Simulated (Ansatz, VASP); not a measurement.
# Two plane-wave programs on CdSe

```xyz
2
Lattice="0.0000 3.0300 3.0300 3.0300 0.0000 3.0300 3.0300 3.0300 0.0000" Properties=species:S:1:pos:R:3 pbc="T T T"
Cd    0.0000    0.0000    0.0000
Se    1.5150    1.5150    1.5150
```

Change from the starting cell: hydrostatic strain -1.2%.

Alike in both runs: task single point; functional PBE; k mesh 8 × 8 × 8; occupations fermi-dirac, width 0.02 eV; no spin polarisation.

|  | VASP | Ansatz |
| --- | --- | --- |
| version | VASP 6.6.1 | Ansatz 0.2.0 |
| potentials or method | VASP PAW PBE potentials, release 64 (Cd, Se) | plane waves, PAW |
| plane-wave cutoff (eV) | 520 | 420 |
| valence electrons in the cell | 18 | 36 |

|  | VASP | Ansatz | Ansatz less VASP |
| --- | --- | --- | --- |
| pressure (GPa) | 3.8 | 3.5 | -0.35 |

VASP's potentials hold 18 valence electrons a cell and Ansatz's 36, so a difference there can come from the potentials and not from the codes.
